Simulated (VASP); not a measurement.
A run of VASP 6.6.1 is set up as follows.

The input INCAR:

```
SYSTEM = In
PREC = Accurate ; ENCUT = 520
EDIFF = 1E-6 ; ISMEAR = -1
SIGMA = 0.1 ; LREAL = .FALSE.
LASPH = .TRUE. ; NELM = 60
ALGO = Normal ; ISIF = 2
LWAVE = .FALSE. ; LCHARG = .FALSE.
GGA = RP ; NBANDS = 20
```

The input KPOINTS:

```
regular mesh
0
G
  9 9 9
  0 0 0
```

Contents of POSCAR:

```
In
1.0
    0.0000000000      3.4803231682      3.4803231682
    3.4803231682      0.0000000000      3.4803231682
    3.4803231682      3.4803231682      0.0000000000
In
2
Direct
    0.1250000000      0.1250000000      0.1250000000
    0.8750000000      0.8750000000      0.8750000000
```

Potentials or basis: VASP PAW PBE potentials, release 64 (In_d).

Run with:

```bash
$ cat potpaw_PBE.64/In_d/POTCAR > POTCAR
$ mpirun -np 1 vasp_std > vasp.out
```

Task: What does it give for the pressure?

Result: -0.6 GPa.

Task: Estimate the band gap on the k mesh.

Result: Zero (bands 13 and 14 overlap by 2.60 eV).

Caveat: the PAW data sets were made with another functional, which shifts forces and pressure a little; spin-orbit coupling is left out, which moves the levels of the heavy elements.
